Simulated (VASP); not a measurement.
# NbCd3 (Pm-3m) in VASP: notebook, part 2 of 2

VASP 6.6.1. Earlier steps stand in the parts before.

### Step 4. Single point, PBEsol

This run uses another cell than the first one, of 18.35 Å³/atom.

Contents of INCAR:

```
PREC = Accurate
ENCUT = 520
EDIFF = 1E-6
ISMEAR = -1
SIGMA = 0.05
LREAL = False
LASPH = True
NELM = 60
ALGO = Normal
ISIF = 2
LWAVE = False
LCHARG = True
GGA = PS
LELF = True
LVHAR = True
NBANDS = 32
```

Contents of KPOINTS:

```
Automatic mesh
0
Gamma
  6 6 6
```

Contents of POSCAR:

```
NbCd3
1.0
    4.1867105570      0.0000000000      0.0000000000
    0.0000000000      4.1867105570      0.0000000000
    0.0000000000      0.0000000000      4.1867105570
Cd Nb
3 1
Direct
    0.5000000000      0.5000000000      0.0000000000
    0.5000000000      0.0000000000      0.5000000000
    0.0000000000      0.5000000000      0.5000000000
    0.0000000000      0.0000000000      0.0000000000
```

Potentials or basis: VASP PAW PBE potentials, release 64 (Cd, Nb_sv).

On the command line:

```sh
> cat potpaw_PBE.64/Cd/POTCAR potpaw_PBE.64/Nb_sv/POTCAR > POTCAR
> mpirun -np 1 vasp_std > vasp.out
```

OUTCAR:

```text
PREC = Accurate
   ENCUT = 520
   EDIFF = 1E-6
   ISMEAR = -1
   LREAL = False
   LASPH = True
   NELM = 60
   ISIF = 2
   GGA = PS

 ion  position               nearest neighbor table
   1  0.500  0.500  0.000-   2 2.96   3 2.96   4 2.96   2 2.96   3 2.96   2 2.96   4 2.96   2 2.96
                             3 2.96   4 2.96   3 2.96   4 2.96
   2  0.500  0.000  0.500-   1 2.96   3 2.96   4 2.96   1 2.96   4 2.96   1 2.96   3 2.96   1 2.96
                             3 2.96   4 2.96   4 2.96   3 2.96
   3  0.000  0.500  0.500-   1 2.96   2 2.96   4 2.96   1 2.96   4 2.96   2 2.96   4 2.96   4 2.96
[... 897 lines left out ...]
  --------------------------------------------------------------------------------------
  -------------------------------------------------------------------------------------
  Total        2.0472171      2.0472171      2.0472171      0.0000000      0.0000000      0.0000000
  in kB       44.6946631     44.6946631     44.6946631      0.0000000      0.0000000      0.0000000
  external PRESSURE =      44.6946631 kB  Pullay stress =       0.0000000 kB

 VOLUME and BASIS-vectors are now :
 -----------------------------------------------------------------------------
  energy-cutoff  :      520.00
  volume of cell :       73.39
      direct lattice vectors                 reciprocal lattice vectors
     4.186710557  0.000000000  0.000000000     0.238850999  0.000000000  0.000000000
     0.000000000  4.186710557  0.000000000     0.000000000  0.238850999  0.000000000
     0.000000000  0.000000000  4.186710557     0.000000000  0.000000000  0.238850999

 POSITION                                       TOTAL-FORCE (eV/Angst)
 -----------------------------------------------------------------------------------
      2.09336      2.09336      0.00000         0.000000      0.000000      0.000000
      2.09336      0.00000      2.09336         0.000000      0.000000      0.000000
      0.00000      2.09336      2.09336         0.000000      0.000000      0.000000
      0.00000      0.00000      0.00000         0.000000      0.000000      0.000000
 -----------------------------------------------------------------------------------
    total drift:                                0.000000     -0.000000     -0.000000

  FREE ENERGIE OF THE ION-ELECTRON SYSTEM (eV)
  ---------------------------------------------------
  free  energy   TOTEN  =       -14.0795261204 eV

  energy  without entropy=      -14.0598636528  energy(sigma->0) =      -14.06969489
```

OSZICAR:

```text
N       E                     dE             d eps       ncg     rms          rms(c)
DAV:   1     0.466340708829E+03    0.46634E+03   -0.26171E+04  1280   0.158E+03
DAV:   2     0.374911804564E+01   -0.46259E+03   -0.44638E+03  1392   0.489E+02
DAV:   3    -0.143356009082E+02   -0.18085E+02   -0.17583E+02  1816   0.958E+01
DAV:   4    -0.150354749500E+02   -0.69987E+00   -0.69680E+00  1808   0.156E+01
DAV:   5    -0.150453508247E+02   -0.98759E-02   -0.98704E-02  1816   0.167E+00    0.105E+01
DAV:   6    -0.141980618843E+02    0.84729E+00   -0.20253E+00  1664   0.130E+01    0.648E+00
DAV:   7    -0.140968605714E+02    0.10120E+00   -0.25859E-01  1568   0.371E+00    0.381E+00
DAV:   8    -0.140819126808E+02    0.14948E-01   -0.70790E-02  1704   0.220E+00    0.591E-01
DAV:   9    -0.140795169309E+02    0.23957E-02   -0.72669E-03  1704   0.632E-01    0.202E-01
DAV:  10    -0.140795223676E+02   -0.54368E-05   -0.74181E-04  1528   0.192E-01    0.285E-02
DAV:  11    -0.140795253464E+02   -0.29788E-05   -0.34597E-05  1664   0.485E-02    0.110E-02
DAV:  12    -0.140795261204E+02   -0.77401E-06   -0.36244E-06  1416   0.172E-02
   1 F= -.14079526E+02 E0= -.14069695E+02  d E =-.196625E-01
```

Wall time 23 s (1 thread of Intel Xeon Platinum 8488C (Sapphire Rapids), shared host); peak memory 0.19 GiB.

Results:

```yaml
Free_energy: -14.0795 eV
Pressure: 4.5 GPa
Band_gap_on_the_k_mesh: zero (an odd number of electrons rules out a gap without spin polarisation)
```

Levels at points of the mesh, in eV from the Fermi level:
```
           k point  band 20  band 21  band 22  band 23  band 24  band 25  band 26  band 27  band 28  band 29
(0.00, 0.00, 0.00)    -7.52    -0.95    -0.95     0.15     0.15     0.15     1.32     1.32     1.32     5.65
(0.50, 0.00, 0.00)    -6.32    -6.06    -0.96    -0.96    -0.86     1.04     1.23     3.35     4.32     4.32
(0.50, 0.50, 0.00)    -5.40    -3.29    -3.22    -3.22    -0.36    -0.36     1.15     1.89     2.22     5.70
(0.50, 0.50, 0.50)    -2.52    -2.43    -2.43    -2.43    -1.27    -1.27    -1.27     1.56     1.56     3.89
```

Caveat: the cell stands under pressure; the PAW data sets were made with another functional, which shifts forces and pressure a little.

### Step 5. Single point, PBEsol

This run uses another cell than the first one, of 18.72 Å³/atom.

Contents of INCAR:

```
SYSTEM = NbCd3
ALGO = Normal
EDIFF = 1E-6
ENCUT = 520
GGA = PS
ISIF = 2
ISMEAR = -1
LASPH = .True.
LCHARG = .True.
LELF = .True.
LREAL = .False.
LVHAR = .True.
LWAVE = .False.
NBANDS = 32
NELM = 80
PREC = Accurate
SIGMA = 0.05
```

Contents of KPOINTS:

```
k-points
0
Gamma
  6 6 6
  0 0 0
```

Contents of POSCAR:

```
NbCd3
1.0
    4.2150000000      0.0000000000      0.0000000000
    0.0000000000      4.2150000000      0.0000000000
    0.0000000000      0.0000000000      4.2150000000
Cd Nb
3 1
Direct
    0.5000000000      0.5000000000      0.0000000000
    0.5000000000      0.0000000000      0.5000000000
    0.0000000000      0.5000000000      0.5000000000
    0.0000000000      0.0000000000      0.0000000000
```

On the command line:

```sh
> cat potpaw_PBE.64/Cd/POTCAR potpaw_PBE.64/Nb_sv/POTCAR > POTCAR
> mpirun -np 1 vasp_std > vasp.out
```

It took 25 s on 1 thread of Intel Xeon Platinum 8488C (Sapphire Rapids), shared host; peak memory 0.19 GiB.

Results (log left out):

- Free energy: -14.1095 eV
- Pressure: 1.9 GPa
- Band gap on the k mesh: zero (an odd number of electrons rules out a gap without spin polarisation)

Levels at points of the mesh, in eV from the Fermi level:
```csv
k point,band 20,band 21,band 22,band 23,band 24,band 25,band 26,band 27,band 28,band 29
"(0.00, 0.00, 0.00)",-7.52,-0.95,-0.95,0.17,0.17,0.17,1.27,1.27,1.27,5.52
"(0.50, 0.00, 0.00)",-6.24,-5.98,-0.93,-0.93,-0.84,1.02,1.19,3.25,4.24,4.24
"(0.50, 0.50, 0.00)",-5.30,-3.22,-3.21,-3.21,-0.35,-0.35,1.13,1.82,2.18,5.62
"(0.50, 0.50, 0.50)",-2.43,-2.43,-2.43,-2.43,-1.24,-1.24,-1.24,1.52,1.52,3.74
```

Caveat: the PAW data sets were made with another functional, which shifts forces and pressure a little.

### Step 6. Single point, PBEsol

This run uses another cell than the first one, of 18.72 Å³/atom.

Contents of INCAR:

```
PREC = Accurate
ENCUT = 520
EDIFF = 1E-6
ISMEAR = -1
SIGMA = 0.05
LREAL = False
LASPH = True
NELM = 80
ALGO = Normal
ISIF = 2
LWAVE = False
LCHARG = True
GGA = PS
LELF = True
LVHAR = True
NBANDS = 32
```

Contents of KPOINTS:

```
Automatic mesh
0
Gamma
  6 6 6
```

POSCAR is that of step 5.

Potentials or basis: VASP PAW PBE potentials, release 64 (Cd, Nb_sv).

On the command line:

```sh
> cat potpaw_PBE.64/Cd/POTCAR potpaw_PBE.64/Nb_sv/POTCAR > POTCAR
> mpirun -np 1 vasp_std > vasp.out
```

Wall time 24 s (1 thread of Intel Xeon Platinum 8488C (Sapphire Rapids), shared host); peak memory 0.19 GiB.

The run converged. Its results:

- Free energy: -14.1095 eV
- Pressure: 1.9 GPa
- Band gap on the k mesh: zero (an odd number of electrons rules out a gap without spin polarisation)

Levels at points of the mesh, in eV from the Fermi level:
```csv
k point,band 20,band 21,band 22,band 23,band 24,band 25,band 26,band 27,band 28,band 29
"(0.00, 0.00, 0.00)",-7.52,-0.95,-0.95,0.17,0.17,0.17,1.27,1.27,1.27,5.52
"(0.50, 0.00, 0.00)",-6.24,-5.98,-0.93,-0.93,-0.84,1.02,1.19,3.25,4.24,4.24
"(0.50, 0.50, 0.00)",-5.30,-3.22,-3.21,-3.21,-0.35,-0.35,1.13,1.82,2.18,5.62
"(0.50, 0.50, 0.50)",-2.43,-2.43,-2.43,-2.43,-1.24,-1.24,-1.24,1.52,1.52,3.74
```

Caveat: the PAW data sets were made with another functional, which shifts forces and pressure a little.

### Step 7. Overview

| cell | gap on the mesh (eV) | pressure (GPa) |
| --- | --- | --- |
| a = 4.129 Å, 4 atoms | none | 10.6 |
| a = 4.158 Å, 4 atoms | none | 7.4 |
| a = 4.187 Å, 4 atoms | none | 4.5 |
| a = 4.215 Å, 4 atoms | none | 1.9 |

Alike in all rows: task single point; level PBEsol; potentials or basis VASP PAW PBE potentials, release 64 (Cd, Nb_sv); no spin polarisation; k mesh 6 × 6 × 6; cutoff (eV) 520; smearing fermi-dirac 0.05 eV.

Caveats: the PAW data sets were made with another functional, which shifts forces and pressure a little; the cell stands under pressure (at least some runs).

Total energies depend on the potentials used, so only differences within one code and one set of settings carry meaning.
